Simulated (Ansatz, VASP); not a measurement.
**BiTe4 in VASP and in Ansatz**

```
Bi Te
1.0
     6.48847    0.00000    0.00000
    -3.24424    5.61918    0.00000
     0.00000    0.00000    5.92787
Bi Te
1 4
Direct
  0.00000 0.00000 0.50000
  0.50000 0.00000 0.00000
  0.00000 0.50000 0.00000
  0.50000 0.50000 0.00000
  0.00000 0.00000 0.00000
```

Alike in both runs: functional PBE; k mesh 6 × 6 × 6; occupations gaussian, width 0.1 eV; no spin polarisation.

Ansatz relaxed the structure, and its values are those at the end. VASP's run is a single point on that final structure, the one shown.

|  | VASP | Ansatz |
| --- | --- | --- |
| version | VASP 6.6.1 | Ansatz 0.2.0 |
| potentials or method | VASP PAW PBE potentials, release 64 (Bi_d, Te), cutoff 520 eV | scalar-relativistic, plane waves, PAW |
| valence electrons in the cell | 39 | 79 |

```tsv
	VASP	Ansatz	Ansatz less VASP
gap on the k mesh at the Fermi level (eV)	none	none	-
pressure (GPa)	0.0	0.0	+0.05
```

A gap of «none» marks a metal or a gap that the smearing closes. VASP's potentials hold 39 valence electrons a cell and Ansatz's 79, so a difference there can come from the potentials and not from the codes.

Spin-orbit coupling is off throughout.
